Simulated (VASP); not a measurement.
A run of VASP 6.6.1 is set up as follows.

Contents of INCAR:

```
  ALGO = Normal
  EDIFF = 1E-6
  ENCUT = 520
  GGA = PS
  ISIF = 2
  ISMEAR = 0
  LASPH = T
  LCHARG = T
  LELF = T
  LREAL = F
  LVHAR = T
  LWAVE = F
  NBANDS = 16
  NELM = 80
  PREC = Accurate
  SIGMA = 0.15
```

KPOINTS

```
k-points
0
Gamma
  18 18 18
```

Contents of POSCAR:

```
WC
1.0
    0.0000000000      2.2475011000      2.2475011000
    2.2475011000      0.0000000000      2.2475011000
    2.2475011000      2.2475011000      0.0000000000
W C
1 1
Direct
    0.0000000000      0.0000000000      0.0000000000
    0.5000000000      0.5000000000      0.5000000000
```

Potentials or basis: VASP PAW PBE potentials, release 64 (W_sv, C).

The run is started by

```bash
$ cat potpaw_PBE.64/W_sv/POTCAR potpaw_PBE.64/C/POTCAR > POTCAR
$ mpirun -np 1 vasp_std > vasp.out
```

(1) What does it give for the pressure?

(2) Predict the band gap on the k mesh.

Results:

(1) -31.1 GPa.

(2) zero (bands 9 and 10 overlap by 2.82 eV).

Caveat: the cell differs from its parent crystal (strain +0.025 along x and y, +0.025 along z); the cell stands under tension; the PAW data sets were made with another functional, which shifts forces and pressure a little; spin-orbit coupling is left out, which moves the levels of the heavy elements.
